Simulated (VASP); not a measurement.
Here is a VASP 6.6.1 calculation.

The input INCAR:

```
SYSTEM = W
PREC = Accurate
ENCUT = 520
EDIFF = 1E-6
ISMEAR = -1
SIGMA = 0.1
LREAL = .FALSE.
LASPH = .TRUE.
NELM = 100
ALGO = Normal
ISIF = 2
LWAVE = .FALSE.
LCHARG = .TRUE.
GGA = RE
LELF = .TRUE.
LVHAR = .TRUE.
NBANDS = 36
```

The input KPOINTS:

```
regular mesh
0
G
  15 15 4
  0 0 0
```

Contents of POSCAR:

```
W
1.0
    2.8305258280      0.0000000000      0.0000000000
   -1.4152629140      2.4513072731      0.0000000000
    0.0000000000      0.0000000000      9.9834641008
W
4
Direct
    0.0000000000      1.0000000000      0.0000000000
    1.0000000000      1.0000000000      0.5000000000
    0.3333333333      0.6666666667      0.2500000000
    0.6666666667      0.3333333333      0.7500000000
```

Potentials or basis: VASP PAW PBE potentials, release 64 (W_sv).

Launch:

```bash
$ cat potpaw_PBE.64/W_sv/POTCAR > POTCAR
$ mpirun -np 1 vasp_std > vasp.out
```

Predict the pressure.

-9.7 GPa.

Predict the band gap on the k mesh.

zero (bands 28 and 29 overlap by 1.74 eV).

Stress tensor (GPa, compression positive):
```
-10.07   0.00   0.00
  0.00 -10.07   0.00
  0.00   0.00  -8.88
```

Caveat: the cell stands under tension; the PAW data sets were made with another functional, which shifts forces and pressure a little; spin-orbit coupling is left out, which moves the levels of the heavy elements.
